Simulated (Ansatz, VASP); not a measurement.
# TiAl3 in VASP and in Ansatz

The input POSCAR:

```
TiAl3
1.0
   -1.9226734295      1.9226734295      4.3114047958
    1.9226734295     -1.9226734295      4.3114047958
    1.9226734295      1.9226734295     -4.3114047958
Ti Al
1 3
Direct
    0.0000000000      0.0000000000      0.0000000000
    0.5000000000      0.5000000000      0.0000000000
    0.7500000000      0.2500000000      0.5000000000
    0.2500000000      0.7500000000      0.5000000000
```

The input INCAR.step1:

```
SYSTEM = TiAl3
ALGO = Normal ; EDIFF = 1E-4
ENCUT = 520 ; GGA = PE
ISMEAR = 0 ; LASPH = .True.
LCHARG = .False. ; LREAL = .False.
LWAVE = .True. ; NBANDS = 18
NELM = 80 ; PREC = Accurate
SIGMA = 0.1
```

File INCAR.step2:

```
SYSTEM = TiAl3
ALGO = Normal ; EDIFF = 1E-6
ENCUT = 520 ; ISIF = 2
ISMEAR = 0 ; ISTART = 1
LASPH = .True. ; LCHARG = .True.
LELF = .True. ; LMIXTAU = .True.
LREAL = .False. ; LVHAR = .True.
LWAVE = .False. ; METAGGA = R2SCAN
NBANDS = 18 ; NELM = 80
PREC = Accurate ; SIGMA = 0.1
```

The input KPOINTS:

```
k-points
0
Gamma
  16 16 16
  0 0 0
```

Input for Ansatz:

```yaml
crystal:
  lattice:
    - [-1.9226734291, 1.9226734291, 4.3114047973]
    - [1.9226734291, -1.9226734291, 4.3114047973]
    - [1.9226734291, 1.9226734291, -4.3114047973]
  atoms:
    - { symbol: Ti, position: [0.0, 0.0, 0.0] }
    - { symbol: Al, position: [0.5, 0.5, 0.0] }
    - { symbol: Al, position: [0.75, 0.25, 0.5] }
    - { symbol: Al, position: [0.25, 0.75, 0.5] }
basis:
  ecutwfc: 500
kpoints:
  mp_grid: { grid: [16, 16, 16] }
  band_path:
    path:
      - [[0.0, 0.0, 0.0], [0.0, 0.0, 0.5], [0.25, 0.25, 0.25], [0.0, 0.5, 0.0], [0.0, 0.0, 0.0], [0.5, 0.5, -0.5], [0.29971798, 0.70028202, -0.29971798]]
      - [[-0.29971798, 0.29971798, 0.29971798], [0.0, 0.0, 0.0]]
      - [[0.0, 0.0, 0.5], [-0.09943596, 0.09943596, 0.5]]
      - [[0.5, 0.5, -0.09943596], [0.5, 0.5, -0.5]]
    npoints: 14
hamiltonian:
  xc: r2scan
scf:
  occupations: { method: gaussian, width: 0.1 }
  n_extra_bands: 10
output:
  forces: true
  stress: true
  eigenvalues: true
  populations: true
  dos: { projected: true, de: 0.02, nscf_kmesh: { grid: [24, 24, 24] } }
  bader: true
  write_density: true
  write_potential: true
  elf: true
  volumetric_format: npy
```

Alike in both runs: task single point; functional r2SCAN; k mesh 16 × 16 × 16; occupations gaussian, width 0.1 eV; no spin polarisation.

|  | VASP | Ansatz |
| --- | --- | --- |
| version | VASP 6.6.1 | Ansatz 0.2.0 |
| potentials or method | VASP PAW PBE potentials, release 64 (Ti_sv, Al), cutoff 520 eV | scalar-relativistic, plane waves, PAW |
| valence electrons in the cell | 21 | 21 |

Ansatz gave:

* gap on the k mesh at the Fermi level (eV): none
* pressure (GPa): -2.0
* traceless stress, the component that is largest in VASP (GPa): -0.11

Which values does VASP return?

gap on the k mesh at the Fermi level (eV): none; pressure (GPa): -2.1; traceless stress, the component that is largest in VASP (GPa): -0.09.

VASP's potentials were made for PBE, not for r2SCAN. A gap of «none» marks a metal or a gap that the smearing closes. The functional is the same, so the differences come from potentials, cutoffs and numerics.
